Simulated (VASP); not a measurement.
# Na (P6_3/mmc) in VASP: further runs

Na is run at these levels: r2SCAN; tasks: single point.

Everything below comes from runs of VASP 6.6.1. Logs are shortened: lines on timing, memory, paths and dates and some standing lists are left out, and cuts for length are marked.

## Step 1: The cell of the first run

It takes space group P6_3/mmc (No. 194, hexagonal). Conventional cell: a = 3.861 Å, b = 3.861 Å, c = 5.846 Å, α = 90.00°, β = 90.00°, γ = 120.00°. Na (site symmetry -6m2) has 12 Na at 3.68 to 3.86 Å within 4.8 Å.

This isn't the form of Na at room conditions, which is bcc.

## Step 2: Single point, r2SCAN (strain +0.025 along x and y, -0.050 along z)

File POSCAR:

```
Na
1.0
    3.8611760225      0.0000000000      0.0000000000
   -1.9305880113      3.3438765240      0.0000000000
    0.0000000000      0.0000000000      5.8463000000
Na
2
Direct
    0.3333333333      0.6666666667      0.2500000000
    0.6666666667      0.3333333333      0.7500000000
```

File INCAR.step1:

```
PREC = Accurate ; ENCUT = 520
ISMEAR = 0 ; SIGMA = 0.15
LREAL = False ; LASPH = True
NELM = 80 ; NBANDS = 14
GGA = PE ; ALGO = Normal
EDIFF = 1E-4 ; LWAVE = True
LCHARG = False
```

File INCAR.step2:

```
PREC = Accurate ; ENCUT = 520
EDIFF = 1E-6 ; ISMEAR = 0
SIGMA = 0.15 ; LREAL = False
LASPH = True ; NELM = 80
ALGO = Normal ; ISIF = 2
LWAVE = False ; LCHARG = False
METAGGA = R2SCAN ; LMIXTAU = True
NBANDS = 14 ; ISTART = 1
```

File KPOINTS:

```
Automatic mesh
0
Gamma
  12 12 8
```

Potentials or basis: VASP PAW PBE potentials, release 64 (Na_pv).

Command:

```sh
cat potpaw_PBE.64/Na_pv/POTCAR > POTCAR
cp INCAR.step1 INCAR
mpirun -np 1 vasp_std > vasp.out
cp INCAR.step2 INCAR
mpirun -np 1 vasp_std > vasp.out
```

OUTCAR:

```text
PREC = Accurate
   ENCUT = 520
   EDIFF = 1E-6
   ISMEAR = 0
   LREAL = False
   LASPH = True
   NELM = 80
   ISIF = 2
   METAGGA = R2SCAN
   ISTART = 1

 ion  position               nearest neighbor table
   1  0.333  0.667  0.250-
   2  0.667  0.333  0.750-

  LATTYP: Found a hexagonal cell.
 ALAT       =     3.8611760225
 C/A-ratio  =     1.5141241855

  Lattice vectors:

 A1 = (   3.8611760225,   0.0000000000,   0.0000000000)
 A2 = (  -1.9305880113,   3.3438765240,   0.0000000000)
 A3 = (   0.0000000000,   0.0000000000,   5.8463000000)

Analysis of symmetry for initial positions (statically):
=====================================================================
 Subroutine PRICEL returns:
 Original cell was already a primitive cell.

 Routine SETGRP: Setting up the symmetry group for a
 hexagonal supercell.

 Subroutine GETGRP returns: Found 24 space group operations
 (whereof 12 operations were pure point group operations)
 out of a pool of 24 trial point group operations.

The static configuration has the point symmetry D_3d.
 The point group associated with its full space group is D_6h.

Analysis of symmetry for dynamics (positions and initial velocities):
=====================================================================
 Subroutine PRICEL returns:
 Original cell was already a primitive cell.

 Routine SETGRP: Setting up the symmetry group for a
 hexagonal supercell.

 Subroutine GETGRP returns: Found 24 space group operations
 (whereof 12 operations were pure point group operations)
 out of a pool of 24 trial point group operations.

The dynamic configuration has the point symmetry D_3d.
 The point group associated with its full space group is D_6h.

 Subroutine INISYM returns: Found 24 space group operations
 (whereof 12 operations are pure point group operations),
 and found     1 'primitive' translations

----------------------------------------------------------------------------------------

                                     Primitive cell

  volume of cell :      75.4833

  direct lattice vectors                    reciprocal lattice vectors
     3.861176023  0.000000000  0.000000000     0.258988452  0.149527052  0.000000000
    -1.930588011  3.343876524  0.000000000     0.000000000  0.299054105  0.000000000
     0.000000000  0.000000000  5.846300000     0.000000000  0.000000000  0.171048355

  length of vectors
     3.861176023  3.861176023  5.846300000     0.299054105  0.299054105  0.171048355

  position of ions in fractional coordinates (direct lattice)
     0.333333333  0.666666667  0.250000000
     0.666666667  0.333333333  0.750000000

  ion indices of the primitive-cell ions
   primitive index   ion index
                 1           1
                 2           2

----------------------------------------------------------------------------------------

 KPOINTS: Automatic mesh

Automatic generation of k-mesh.
 Grid dimensions read from file:
 generate k-points for:   12   12    8

 Generating k-lattice:

  Cartesian coordinates                     Fractional coordinates (reciprocal lattice)
     0.021582371  0.012460588  0.000000000     0.083333333  0.000000000  0.000000000
     0.000000000  0.024921175  0.000000000     0.000000000  0.083333333  0.000000000
     0.000000000  0.000000000  0.021381044     0.000000000  0.000000000  0.125000000

  Length of vectors
     0.024921175  0.024921175  0.021381044

  Shift w.r.t. Gamma in fractional coordinates (k-lattice)
     0.000000000  0.000000000  0.000000000

 Subroutine IBZKPT returns following result:
 ===========================================

 Found     95 irreducible k-points:

 Following reciprocal coordinates:
            Coordinates               Weight
  0.000000  0.000000  0.000000      1.000000
  0.083333 -0.000000  0.000000      6.000000
  0.166667 -0.000000  0.000000      6.000000
  0.250000 -0.000000  0.000000      6.000000
  0.333333 -0.000000  0.000000      6.000000
  0.416667 -0.000000  0.000000      6.000000
[... 16 lines left out ...]
  0.250000 -0.000000  0.125000     12.000000
  0.333333 -0.000000  0.125000     12.000000
 [... further k-points ...]
   k-points           NKPTS =     95   k-points in BZ     NKDIM =     95   number of bands    NBANDS=     14
   number of dos      NEDOS =    301   number of ions     NIONS =      2
   total plane-waves  NPLWV =  43200
   dimension x,y,z NGX =    30 NGY =   30 NGZ =   48
   dimension x,y,z NGXF=    60 NGYF=   60 NGZF=   96
   ions per type =               2
   NGX,Y,Z   is equivalent  to a cutoff of  12.92, 12.92, 13.65 a.u.
   NGXF,Y,Z  is equivalent  to a cutoff of  25.83, 25.83, 27.30 a.u.
 SYSTEM =  unknown system
   PREC   = accura    normal or accurate (medium, high low for compatibility)
   ISTART =      1    job   : 0-new  1-cont  2-samecut
   ICHARG =      0    charge: 1-file 2-atom 10-const
   ISPIN  =      1    spin polarized calculation?
   LNONCOLLINEAR =      F non collinear calculations
   LSORBIT =      F    spin-orbit coupling
   LASPH  =      T    aspherical Exc in radial PAW
   ENCUT  =  520.0 eV  38.22 Ry    6.18 a.u.   7.18  7.18 10.87*2*pi/ulx,y,z
   NELM   =     80;   NELMIN=  2; NELMDL=  0     # of ELM steps
   EDIFF  = 0.1E-05   stopping-criterion for ELM
   LREAL  =      F    real-space projection
   EDIFFG = 0.1E-04   stopping-criterion for IOM
   NSW    =      0    number of steps for IOM
   IBRION =     -1    ionic relax: 0-MD 1-quasi-New 2-CG
   NFREE  =      0    steps in history (QN), initial steepest desc. (CG)
   ISIF   =      2    stress and relaxation
   ISYM   =      2    0-nonsym 1-usesym 2-fastsym
   POTIM  = 0.5000    time-step for ionic-motion
   TEBEG  =    0.0;   TEEND  =   0.0 temperature during run
   PSTRESS=    0.0 pullay stress
   NELECT =      14.0000    total number of electrons
   NUPDOWN=      -1.0000    fix difference up-down
   EMIN   =  10.00;   EMAX   =-10.00  energy-range for DOS
   EFERMI =   0.00;   METHOD = LEGACY
   ISMEAR =     0;   SIGMA  =   0.15  broadening in eV -4-tet -1-fermi 0-gaus
   EFERMI_NEDOS =   21; number of points for ismear=-14 and -15
   IALGO  =     38    algorithm
   IMIX   =      4    mixing-type and parameters
     AMIX     =   0.40;   BMIX     =  1.00
     AMIX_MAG =   1.60;   BMIX_MAG =  1.00
  volume/ion in A,a.u.               =      37.74       254.69
  Fermi-wavevector in a.u.,A,eV,Ry     =   0.933614  1.764274 11.859307  0.871634
  Thomas-Fermi vector in A             =   2.060333
   LORBIT       =      0    0 simple, 1 ext, 2 COOP (PROOUT), +10 PAW based schemes
   METAGGA = R2SCAN    functional components
   LHFCALC =     F    Hartree Fock is set to
   AEXX    =    0.0000 exact exchange contribution
   IVDW    =     0    specifies the selected vdW correction
   LEPSILON=     F    determine dielectric tensor
   LRPA    =     F    only Hartree local field effects (RPA)
 non-spin polarized calculation
 Gauss-broadening in eV      SIGMA  =   0.15
  energy-cutoff  :      520.00
  volume of cell :       75.48
 maximum number of plane-waves:      2073
 NGX is ok and might be reduce to    30
   NGX = 15   NGY = 15   NGZ = 21

 number of electron      13.9999997 magnetization

 Free energy of the ion-electron system (eV)
  ---------------------------------------------------
  ext. energy  EPLUGINS =         0.00000000
  ---------------------------------------------------
  free energy    TOTEN  =        -7.10629651 eV

  energy without entropy =       -7.09830027  energy(sigma->0) =       -7.10229839

 E-fermi :   0.2982     XC(G=0):  -6.8685

 val. band max:        0.2783828419   @ k =   0.3333  -0.0000   0.3750
 cond. band min:       0.2993258719   @ k =   0.3333   0.1667   0.3750
 fundamental gap:      0.0209430300
 Fermi energy:         0.2981992582

 k-point     1 :       0.0000    0.0000    0.0000
  band No.  band energies     occupation
      1     -25.7733      2.00000
      2     -25.7380      2.00000
      3     -25.7378      2.00000
      4     -25.7333      2.00000
      5     -25.7310      2.00000
      6     -25.7309      2.00000
      7      -3.1555      2.00000
      8       1.1958      0.00000
      9       1.9170      0.00000
     10      10.2004      0.00000
     11      10.2004      0.00000
     12      10.6197      0.00000
     13      10.6200      0.00000
     14      11.1225      0.00000

 k-point     2 :       0.0833   -0.0000    0.0000
  band No.  band energies     occupation
      1     -25.7725      2.00000
      2     -25.7391      2.00000
      3     -25.7384      2.00000
      4     -25.7338      2.00000
      5     -25.7323      2.00000
      6     -25.7311      2.00000
      7      -3.0523      2.00000
      8       1.2881      0.00000
      9       2.0122      0.00000
     10       8.5735      0.00000
     11       9.4754      0.00000
     12      10.0228      0.00000
     13      11.4714      0.00000
     14      12.3207      0.00000

 k-point     3 :       0.1667   -0.0000    0.0000
  band No.  band energies     occupation
      1     -25.7702      2.00000
      2     -25.7426      2.00000
      3     -25.7397      2.00000
      4     -25.7360      2.00000
      5     -25.7351      2.00000
      6     -25.7316      2.00000
      7      -2.7439      2.00000
      8       1.5652      0.00000
      9       2.2902      0.00000
     10       6.6945      0.00000
     11       8.7321      0.00000
     12       9.0488      0.00000
     13      10.5175      0.00000
     14      12.1461      0.00000
[... 324 lines left out ...]
 k-point    23 :       0.2500   -0.0000    0.1250
  band No.  band energies     occupation
      1     -25.7662      2.00000
      2     -25.7468      2.00000
      3     -25.7431      2.00000
      4     -25.7411      2.00000
      5     -25.7362      2.00000
      6     -25.7326      2.00000
      7      -2.1592      2.00000
      8       1.2789      0.00000
      9       3.5414      0.00000
     10       5.0979      0.00000
     11       7.7649      0.00000
     12       8.2091      0.00000
     13       8.8911      0.00000
     14      11.0835      0.00000

 k-point    24 :       0.3333   -0.0000    0.1250
  band No.  band energies     occupation
      1     -25.7632      2.00000
      2     -25.7511      2.00000
      3     -25.7477      2.00000
      4     -25.7427      2.00000
      5     -25.7387      2.00000
      6     -25.7334      2.00000
      7      -1.4542      2.00000
      8       1.9038      0.00000
      9       3.1790      0.00000
     10       4.5302      0.00000
     11       6.3963      0.00000
     12       7.7909      0.00000
     13       7.8964      0.00000
     14      10.1150      0.00000

 [... further k-points ...]

------------------------ aborting loop because EDIFF is reached ----------------------------------------

  FORCE on cell =-STRESS in cart. coord.  units (eV):
  Direction    XX          YY          ZZ          XY          YZ          ZX
  --------------------------------------------------------------------------------------
  -------------------------------------------------------------------------------------
  Total       -0.1100306     -0.1100306      0.2748487      0.0000000      0.0000000      0.0000000
  in kB       -2.3354645     -2.3354645      5.8338244      0.0000000      0.0000000      0.0000000
  external PRESSURE =       0.3876318 kB  Pullay stress =       0.0000000 kB

 VOLUME and BASIS-vectors are now :
 -----------------------------------------------------------------------------
  energy-cutoff  :      520.00
  volume of cell :       75.48
      direct lattice vectors                 reciprocal lattice vectors
     3.861176023  0.000000000  0.000000000     0.258988452  0.149527052  0.000000000
    -1.930588011  3.343876524  0.000000000     0.000000000  0.299054105  0.000000000
     0.000000000  0.000000000  5.846300000     0.000000000  0.000000000  0.171048355

 POSITION                                       TOTAL-FORCE (eV/Angst)
 -----------------------------------------------------------------------------------
     -0.00000      2.22925      1.46158         0.000000     -0.000000     -0.000000
      1.93059      1.11463      4.38473        -0.000000      0.000000      0.000000
 -----------------------------------------------------------------------------------
    total drift:                               -0.000000      0.000000      0.000000

  FREE ENERGIE OF THE ION-ELECTRON SYSTEM (eV)
  ---------------------------------------------------
  free  energy   TOTEN  =        -7.1062965093 eV

  energy  without entropy=       -7.0983002672  energy(sigma->0) =       -7.10229839
```

It took 8.3 min on 1 thread of Oxide Virtual Turin-like, shared host; peak memory 0.21 GiB.

What came out:

* Free energy: -7.1063 eV
* Pressure: 0.0 GPa
* Band gap on the k mesh: zero (bands 7 and 8 overlap by 4.26 eV)

Stress tensor (GPa, compression positive):
```
-0.23  0.00  0.00
 0.00 -0.23  0.00
 0.00  0.00  0.58
```

Levels at points of the mesh, in eV from the Fermi level:
```csv
k point,band 4,band 5,band 6,band 7,band 8,band 9,band 10,band 11
"(0.00, 0.00, 0.00)",-26.03,-26.03,-26.03,-3.45,0.90,1.62,9.90,9.90
"(0.50, 0.00, 0.00)",-26.04,-26.04,-26.03,0.04,0.25,4.21,4.28,5.00
"(0.00, 0.00, 0.50)",-26.03,-26.03,-26.03,-2.25,-2.25,6.78,6.78,10.55
"(0.50, 0.00, 0.50)",-26.04,-26.04,-26.04,0.98,0.98,1.65,1.65,8.05
```

Caveat: the cell differs from its parent crystal (strain +0.025 along x and y, -0.050 along z); the PAW data sets were made with another functional, which shifts forces and pressure a little.

## Step 3: Single point, r2SCAN (strain +0.000 along x and y, +0.025 along z)

File POSCAR:

```
Na
1.0
    3.7670009976      0.0000000000      0.0000000000
   -1.8835004988      3.2623185600      0.0000000000
    0.0000000000      0.0000000000      6.3078500000
Na
2
Direct
    0.3333333333      0.6666666667      0.2500000000
    0.6666666667      0.3333333333      0.7500000000
```

File INCAR.step1:

```
SYSTEM = Na
PREC = Accurate
ENCUT = 520
ISMEAR = 0
SIGMA = 0.15
LREAL = .FALSE.
LASPH = .TRUE.
NELM = 80
NBANDS = 14
GGA = PE
ALGO = Normal
EDIFF = 1E-4
LWAVE = .TRUE.
LCHARG = .FALSE.
```

File INCAR.step2:

```
SYSTEM = Na
PREC = Accurate
ENCUT = 520
EDIFF = 1E-6
ISMEAR = 0
SIGMA = 0.15
LREAL = .FALSE.
LASPH = .TRUE.
NELM = 80
ALGO = Normal
ISIF = 2
LWAVE = .FALSE.
LCHARG = .FALSE.
METAGGA = R2SCAN
LMIXTAU = .TRUE.
NBANDS = 14
ISTART = 1
```

File KPOINTS:

```
regular mesh
0
G
  12 12 8
  0 0 0
```

Potentials or basis: VASP PAW PBE potentials, release 64 (Na_pv).

Command:

```sh
cat potpaw_PBE.64/Na_pv/POTCAR > POTCAR
cp INCAR.step1 INCAR
mpirun -np 1 vasp_std > vasp.out
cp INCAR.step2 INCAR
mpirun -np 1 vasp_std > vasp.out
```

OUTCAR:

```text
SYSTEM = Na
   PREC = Accurate
   ENCUT = 520
   EDIFF = 1E-6
   ISMEAR = 0
   LREAL = .FALSE.
   LASPH = .TRUE.
   NELM = 80
   ISIF = 2
   METAGGA = R2SCAN
   ISTART = 1

 ion  position               nearest neighbor table
   1  0.333  0.667  0.250-
   2  0.667  0.333  0.750-

  LATTYP: Found a hexagonal cell.
 ALAT       =     3.7670009976
 C/A-ratio  =     1.6745018130

  Lattice vectors:

 A1 = (   3.7670009976,   0.0000000000,   0.0000000000)
[... 595 lines left out ...]
 [... further k-points ...]

------------------------ aborting loop because EDIFF is reached ----------------------------------------

  FORCE on cell =-STRESS in cart. coord.  units (eV):
  Direction    XX          YY          ZZ          XY          YZ          ZX
  --------------------------------------------------------------------------------------
  -------------------------------------------------------------------------------------
  Total        0.0205061      0.0205061     -0.1919292      0.0000000      0.0000000      0.0000000
  in kB        0.4238278      0.4238278     -3.9668726      0.0000000      0.0000000      0.0000000
  external PRESSURE =      -1.0397390 kB  Pullay stress =       0.0000000 kB

 VOLUME and BASIS-vectors are now :
 -----------------------------------------------------------------------------
  energy-cutoff  :      520.00
  volume of cell :       77.52
      direct lattice vectors                 reciprocal lattice vectors
     3.767000998  0.000000000  0.000000000     0.265463163  0.153265229  0.000000000
    -1.883500499  3.262318560  0.000000000     0.000000000  0.306530457  0.000000000
     0.000000000  0.000000000  6.307850000     0.000000000  0.000000000  0.158532622

 POSITION                                       TOTAL-FORCE (eV/Angst)
 -----------------------------------------------------------------------------------
     -0.00000      2.17488      1.57696         0.000000      0.000000     -0.000000
      1.88350      1.08744      4.73089        -0.000000      0.000000      0.000000
 -----------------------------------------------------------------------------------
    total drift:                               -0.000000      0.000000      0.000000

  FREE ENERGIE OF THE ION-ELECTRON SYSTEM (eV)
  ---------------------------------------------------
  free  energy   TOTEN  =        -7.1119398485 eV

  energy  without entropy=       -7.1028983096  energy(sigma->0) =       -7.10741908
```

OUTCAR.step1:

```text
SYSTEM = Na
   PREC = Accurate
   ENCUT = 520
   ISMEAR = 0
   LREAL = .FALSE.
   LASPH = .TRUE.
[... 633 lines left out ...]
     -0.00000      2.17488      1.57696         0.000000      0.000000      0.000000
      1.88350      1.08744      4.73089        -0.000000      0.000000     -0.000000
 -----------------------------------------------------------------------------------
    total drift:                               -0.000000      0.000000      0.000000

  FREE ENERGIE OF THE ION-ELECTRON SYSTEM (eV)
  ---------------------------------------------------
  free  energy   TOTEN  =        -2.6258685162 eV

  energy  without entropy=       -2.6161058051  energy(sigma->0) =       -2.62098716
```

OSZICAR.step1:

```text
N       E                     dE             d eps       ncg     rms          rms(c)
DAV:   1     0.996484304157E+02    0.99648E+02   -0.75918E+03  2660   0.949E+02
DAV:   2     0.128369242228E+01   -0.98365E+02   -0.97371E+02  2792   0.273E+02
DAV:   3    -0.257105606858E+01   -0.38547E+01   -0.38513E+01  3338   0.622E+01
DAV:   4    -0.262573356518E+01   -0.54677E-01   -0.54675E-01  2984   0.795E+00
DAV:   5    -0.262698144491E+01   -0.12479E-02   -0.12479E-02  3362   0.123E+00    0.283E-01
DAV:   6    -0.262635655649E+01    0.62489E-03   -0.10162E-03  3294   0.393E-01    0.190E-01
DAV:   7    -0.262588801940E+01    0.46854E-03   -0.18154E-03  3634   0.458E-01    0.226E-02
DAV:   8    -0.262586851621E+01    0.19503E-04   -0.12823E-04  1732   0.198E-01
   1 F= -.26258685E+01 E0= -.26209872E+01  d E =-.976271E-02
```

Run time: 7.1 min. Hardware: 1 thread of Oxide Virtual Turin-like, shared host; peak memory 0.2 GiB.

Results:

```yaml
Free_energy: -7.1119 eV
Pressure: -0.1 GPa
Band_gap_on_the_k_mesh: zero (bands 7 and 8 overlap by 4.53 eV)
```

Stress tensor (GPa, compression positive):
```
 0.04  0.00  0.00
 0.00  0.04  0.00
 0.00  0.00 -0.40
```

Caveat: the cell differs from its parent crystal (strain +0.000 along x and y, +0.025 along z); the PAW data sets were made with another functional, which shifts forces and pressure a little.

(Part 1 of 2 ends here.)

The gap in the log of VASP goes by the Fermi energy; the results here count the filled bands.